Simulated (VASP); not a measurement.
Input of a VASP 6.6.1 run:

File INCAR:

```
PREC = Accurate
ENCUT = 520
EDIFF = 1E-6
ISMEAR = 0
SIGMA = 0.15
LREAL = F
LASPH = T
NELM = 80
ALGO = Normal
ISIF = 2
LWAVE = F
LCHARG = F
GGA = CA
NBANDS = 16
```

The input KPOINTS:

```
regular mesh
0
Gamma
  15 15 12
```

The input POSCAR:

```
ZrB2
1.0
    3.0386000000      0.0000000000      0.0000000000
   -1.5193000000      2.6315047919      0.0000000000
    0.0000000000      0.0000000000      3.4308000000
Zr B
1 2
Direct
    0.0000000000      0.0000000000      0.0000000000
    0.3333333333      0.6666666667      0.5000000000
    0.6666666667      0.3333333333      0.5000000000
```

Potentials or basis: VASP PAW LDA potentials, release 64 (Zr_sv, B).

Launch:

```console
$ cat potpaw_LDA.64/Zr_sv/POTCAR potpaw_LDA.64/B/POTCAR > POTCAR
$ mpirun -np 1 vasp_std > vasp.out
```

Q: Predict the pressure.

A: 24.5 GPa.

Q: What does it give for the band gap on the k mesh?

A: Zero (bands 9 and 10 overlap by 1.13 eV).

Stress tensor (GPa, compression positive):
```
26.74  0.00  0.00
 0.00 26.74  0.00
 0.00  0.00 19.91
```

Caveat: the cell stands under pressure.
